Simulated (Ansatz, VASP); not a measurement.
## NbN: VASP beside Ansatz

```
Nb N
1.0
     0.00000    2.23754    2.23754
     2.23754    0.00000    2.23754
     2.23754    2.23754    0.00000
Nb N
1 1
Direct
  0.50000 0.50000 0.50000
  0.00000 0.00000 0.00000
```

Change from the starting cell: volume scaled by 1.06, crystal datasets.

Alike in both runs: task electric field gradients; functional PBEsol; k mesh 14 × 14 × 14; occupations fermi-dirac, width 0.08 eV; no spin polarisation.

```csv
,VASP,Ansatz
version,VASP 6.6.1,Ansatz 0.2.0
potentials or method,"VASP PAW PBE potentials, release 64 (Nb_sv, N), cutoff 520 eV","all-electron PAW with datasets made for the crystal, scalar-relativistic"
```

|  | VASP | Ansatz | Ansatz less VASP |
| --- | --- | --- | --- |
| pressure (GPa) | -18.9 | -18.5 | +0.38 |

VASP's potentials were made for PBE, not for PBEsol. Ansatz ran all-electron here, and VASP with PAW potentials.
